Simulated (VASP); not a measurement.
# Sn2TeO (P4/mmm) in VASP: single point with PBE

Aim: the single point of Sn2TeO with PBE.

All numbers are computed with VASP 6.6.1; they aren't measurements. Logs are shortened: lines on timing, memory, paths and dates and some standing lists are left out, and cuts for length are marked.

## (1) The cell of the first run

The structure is tetragonal, space group P4/mmm (No. 123). The conventional cell has a = 4.222 Å, b = 4.222 Å, c = 5.689 Å, α = 90.00°, β = 90.00°, γ = 90.00°. Sn (site symmetry 4/mmm) has 2 O at 2.84 Å and 4 Te at 2.99 Å within 3.7 Å. Within 3.7 Å of Sn (site symmetry 4/mmm) lie 2 Te at 2.84 Å and 4 O at 2.99 Å. Within 3.7 Å of Te (site symmetry 4/mmm) lie 6 Sn at 2.84 to 2.99 Å. Within 3.7 Å of O (site symmetry 4/mmm) lie 6 Sn at 2.84 to 2.99 Å.

The cell was built from a structure type or drawn by symmetry, and may not be a known phase.

## (2) Single point, PBE

INCAR reads:

```
SYSTEM = Sn2TeO
PREC = Accurate ; ENCUT = 520
EDIFF = 1E-6 ; ISMEAR = 0
SIGMA = 0.1 ; LREAL = .FALSE.
LASPH = .TRUE. ; NELM = 60
ALGO = Normal ; ISIF = 2
LWAVE = .FALSE. ; LCHARG = .FALSE.
GGA = PE ; NBANDS = 28
```

KPOINTS reads:

```
regular mesh
0
G
  4 4 4
  0 0 0
```

POSCAR reads:

```
Sn2TeO
1.0
    4.2220209400      0.0000000000      0.0000000000
    0.0000000000      4.2220209400      0.0000000000
    0.0000000000      0.0000000000      5.6893541400
Sn Te O
2 1 1
Direct
    0.0000000000      0.0000000000      0.0000000000
    0.5000000000      0.5000000000      0.5000000000
    0.5000000000      0.5000000000      0.0000000000
    0.0000000000      0.0000000000      0.5000000000
```

Potentials or basis: VASP PAW PBE potentials, release 64 (Sn_d, Te, O).

Launch:

```sh
$ cat potpaw_PBE.64/Sn_d/POTCAR potpaw_PBE.64/Te/POTCAR potpaw_PBE.64/O/POTCAR > POTCAR
$ mpirun -np 1 vasp_std > vasp.out
```

OUTCAR:

```text
SYSTEM = Sn2TeO
   PREC = Accurate
   ENCUT = 520
   EDIFF = 1E-6
   ISMEAR = 0
   LREAL = .FALSE.
   LASPH = .TRUE.
   NELM = 60
   ISIF = 2
   GGA = PE

 ion  position               nearest neighbor table
   1  0.000  0.000  0.000-   4 2.84   4 2.84   3 2.99   3 2.99   3 2.99   3 2.99
   2  0.500  0.500  0.500-   3 2.84   3 2.84
   3  0.500  0.500  0.000-   2 2.84   2 2.84   1 2.99   1 2.99   1 2.99   1 2.99
   4  0.000  0.000  0.500-   1 2.84   1 2.84

  LATTYP: Found a simple tetragonal cell.
 ALAT       =     4.2220209400
 C/A-ratio  =     1.3475428523

  Lattice vectors:

 A1 = (   4.2220209400,   0.0000000000,   0.0000000000)
 A2 = (   0.0000000000,   4.2220209400,   0.0000000000)
 A3 = (   0.0000000000,   0.0000000000,   5.6893541400)

Analysis of symmetry for initial positions (statically):
=====================================================================
 Subroutine PRICEL returns:
 Original cell was already a primitive cell.

 Routine SETGRP: Setting up the symmetry group for a
 simple tetragonal supercell.

 Subroutine GETGRP returns: Found 16 space group operations
 (whereof 16 operations were pure point group operations)
 out of a pool of 16 trial point group operations.

The static configuration has the point symmetry D_4h.

Analysis of symmetry for dynamics (positions and initial velocities):
=====================================================================
 Subroutine PRICEL returns:
 Original cell was already a primitive cell.

 Routine SETGRP: Setting up the symmetry group for a
 simple tetragonal supercell.

 Subroutine GETGRP returns: Found 16 space group operations
 (whereof 16 operations were pure point group operations)
 out of a pool of 16 trial point group operations.

The dynamic configuration has the point symmetry D_4h.

 Subroutine INISYM returns: Found 16 space group operations
 (whereof 16 operations are pure point group operations),
 and found     1 'primitive' translations

----------------------------------------------------------------------------------------

                                     Primitive cell
[... 81 lines left out ...]
   ICHARG =      2    charge: 1-file 2-atom 10-const
   ISPIN  =      1    spin polarized calculation?
   LNONCOLLINEAR =      F non collinear calculations
   LSORBIT =      F    spin-orbit coupling
   LASPH  =      T    aspherical Exc in radial PAW
   ENCUT  =  520.0 eV  38.22 Ry    6.18 a.u.   7.85  7.85 10.58*2*pi/ulx,y,z
   NELM   =     60;   NELMIN=  2; NELMDL= -5     # of ELM steps
   EDIFF  = 0.1E-05   stopping-criterion for ELM
   LREAL  =      F    real-space projection
   EDIFFG = 0.1E-04   stopping-criterion for IOM
   NSW    =      0    number of steps for IOM
   IBRION =     -1    ionic relax: 0-MD 1-quasi-New 2-CG
   NFREE  =      0    steps in history (QN), initial steepest desc. (CG)
   ISIF   =      2    stress and relaxation
   ISYM   =      2    0-nonsym 1-usesym 2-fastsym
   POTIM  = 0.5000    time-step for ionic-motion
   TEBEG  =    0.0;   TEEND  =   0.0 temperature during run
   PSTRESS=    0.0 pullay stress
   NELECT =      40.0000    total number of electrons
   NUPDOWN=      -1.0000    fix difference up-down
   EMIN   =  10.00;   EMAX   =-10.00  energy-range for DOS
   EFERMI =   0.00;   METHOD = LEGACY
   ISMEAR =     0;   SIGMA  =   0.10  broadening in eV -4-tet -1-fermi 0-gaus
   EFERMI_NEDOS =   21; number of points for ismear=-14 and -15
   IALGO  =     38    algorithm
   IMIX   =      4    mixing-type and parameters
     AMIX     =   0.40;   BMIX     =  1.00
     AMIX_MAG =   1.60;   BMIX_MAG =  1.00
  volume/ion in A,a.u.               =      25.35       171.10
  Fermi-wavevector in a.u.,A,eV,Ry     =   1.200587  2.268780 19.611557  1.441409
  Thomas-Fermi vector in A             =   2.336419
   LORBIT       =      0    0 simple, 1 ext, 2 COOP (PROOUT), +10 PAW based schemes
   GGA     = PE    functional components
   LHFCALC =     F    Hartree Fock is set to
   AEXX    =    0.0000 exact exchange contribution
   IVDW    =     0    specifies the selected vdW correction
   LEPSILON=     F    determine dielectric tensor
   LRPA    =     F    only Hartree local field effects (RPA)
 non-spin polarized calculation
 Gauss-broadening in eV      SIGMA  =   0.10
  energy-cutoff  :      520.00
  volume of cell :      101.42
 maximum number of plane-waves:      2757
 NGX is ok and might be reduce to    32
   NGX = 15   NGY = 15   NGZ = 21

 number of electron      40.0000008 magnetization

 Free energy of the ion-electron system (eV)
  ---------------------------------------------------
  ext. energy  EPLUGINS =         0.00000000
  ---------------------------------------------------
  free energy    TOTEN  =       -15.99196696 eV

  energy without entropy =      -15.98345488  energy(sigma->0) =      -15.98771092

 E-fermi :   6.6095     XC(G=0):  -9.6556

 val. band max:        6.4298633072   @ k =   0.5000   0.2500   0.5000
 cond. band min:       6.6345221779   @ k =   0.5000   0.0000   0.2500
 fundamental gap:      0.2046588707
 Fermi energy:         6.6095346700

 k-point     1 :       0.0000    0.0000    0.0000
  band No.  band energies     occupation
      1     -15.5672      2.00000
      2     -15.5050      2.00000
      3     -15.5050      2.00000
      4     -15.4949      2.00000
      5     -15.4616      2.00000
      6     -15.4114      2.00000
[... 547 lines left out ...]
     27      13.7415      0.00000
     28      13.7415      0.00000

------------------------ aborting loop because EDIFF is reached ----------------------------------------

  FORCE on cell =-STRESS in cart. coord.  units (eV):
  Direction    XX          YY          ZZ          XY          YZ          ZX
  --------------------------------------------------------------------------------------
  -------------------------------------------------------------------------------------
  Total       -0.4952141     -0.4952141      2.3879643      0.0000000     -0.0000000      0.0000000
  in kB       -7.8234784     -7.8234784     37.7254718      0.0000000     -0.0000000      0.0000000
  external PRESSURE =       7.3595050 kB  Pullay stress =       0.0000000 kB

 VOLUME and BASIS-vectors are now :
 -----------------------------------------------------------------------------
  energy-cutoff  :      520.00
  volume of cell :      101.42
      direct lattice vectors                 reciprocal lattice vectors
     4.222020940  0.000000000  0.000000000     0.236853397  0.000000000  0.000000000
     0.000000000  4.222020940  0.000000000     0.000000000  0.236853397  0.000000000
     0.000000000  0.000000000  5.689354140     0.000000000  0.000000000  0.175766875

 POSITION                                       TOTAL-FORCE (eV/Angst)
 -----------------------------------------------------------------------------------
      0.00000      0.00000      0.00000         0.000000      0.000000      0.000000
      2.11101      2.11101      2.84468         0.000000      0.000000      0.000000
      2.11101      2.11101      0.00000         0.000000      0.000000      0.000000
      0.00000      0.00000      2.84468         0.000000      0.000000      0.000000
 -----------------------------------------------------------------------------------
    total drift:                                0.000000      0.000000     -0.000000

  FREE ENERGIE OF THE ION-ELECTRON SYSTEM (eV)
  ---------------------------------------------------
  free  energy   TOTEN  =       -15.9919669603 eV

  energy  without entropy=      -15.9834548838  energy(sigma->0) =      -15.98771092
```

stdout:

```text
POSCAR found type information on POSCAR SnTeO
 POSCAR found :  3 types and       4 ions
 scaLAPACK will be used
 LDA part: xc-table for (Slater+PW92), standard interpolation
 POSCAR, INCAR and KPOINTS ok, starting setup
 FFT: planning ... GRIDC
 FFT: planning ... GRID_SOFT
 FFT: planning ... GRID
 WAVECAR not read
 entering main loop
```

It took 28 s on 1 thread of Intel Xeon Platinum 8488C (Sapphire Rapids), shared host; peak memory 0.22 GiB.

Results:

| Quantity | Value |
| --- | --- |
| Free energy | -15.9920 eV |
| Pressure | 0.7 GPa |
| Band gap on the k mesh | zero (bands 20 and 21 overlap by 0.15 eV) |

Stress tensor (GPa, compression positive):
```
-0.78  0.00  0.00
 0.00 -0.78  0.00
 0.00  0.00  3.77
```

Caveat: the k points lie up to 0.37 Å⁻¹ apart; semilocal functionals underestimate gaps, so a narrow gap can read as zero; spin-orbit coupling is left out, which moves the levels of the heavy elements.
